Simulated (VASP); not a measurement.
Wanted: the native input for a VASP 6.6.1 run.

- Task: relaxation of cell and atoms
- Functional: PBEsol
- Potentials or basis: VASP PAW PBE potentials, release 64 (Mo_sv, S)
- Cutoff: 600 eV
- k mesh: 8 × 8 × 1
- Occupations: methfessel-paxton, width 0.1 eV
- Spin: no spin polarisation
- Dipole correction: no
- Further INCAR settings: ALGO = Fast; EDIFF = 1e-07; IBRION = 2; EDIFFG = -0.01; NSW = 60; ISIF = 3

The structure of MoS2 lies in POSCAR:

```
MoS2
1.0
    3.1845400000      0.0000000000      0.0000000000
   -1.5922700000      2.7578900000      0.0000000000
    0.0000000000      0.0000000000     21.6705300000
Mo S
2 4
Direct
    0.6666666667      0.3333333333      0.1488400000
    0.3333333333      0.6666666667      0.8511600000
    0.3333333333      0.6666666667      0.2203700000
    0.6666666667      0.3333333333      0.9227500000
    0.3333333333      0.6666666667      0.0772500000
    0.6666666667      0.3333333333      0.7796300000
```

The input as run:

INCAR

```
SYSTEM = MoS2
PREC = Accurate
ENCUT = 600
EDIFF = 1E-7
ISMEAR = 1
SIGMA = 0.1
LREAL = .False.
LASPH = .True.
NELM = 100
ALGO = Fast
ISIF = 3
LWAVE = .False.
LCHARG = .False.
GGA = PS
IBRION = 2
NSW = 60
EDIFFG = -0.01
```

KPOINTS

```
Automatic mesh
0
Gamma
  8 8 1
  0 0 0
```

Potentials or basis: VASP PAW PBE potentials, release 64 (Mo_sv, S).

Launch:

```console
$ cat potpaw_PBE.64/Mo_sv/POTCAR potpaw_PBE.64/S/POTCAR > POTCAR
$ mpirun -np 1 vasp_std > vasp.out
```

Results of the run:

```yaml
Relaxed_cell: a = 3.141 Å, b = 3.141 Å, c = 21.231 Å, α = 90.00°, β = 90.00°, γ = 120.00°
Space_group_after_relaxing_to_0.1_Å: P-3m1 (No. 164)
Energy_gained_by_relaxing: 6.6 meV/atom
Ionic_steps: 27
Largest_force_after_relaxing: 0.007 eV/Å
Band_gap_on_the_k_mesh: 1.49 eV (least direct gap 2.08 eV)
```

Caveat: the PAW data sets were made with another functional, which shifts forces and pressure a little.

Run time: 16 min on 1 thread of Intel(R) Xeon(R) 6975P-C (Granite Rapids), with other jobs on the host, peak memory 0.43 GiB.
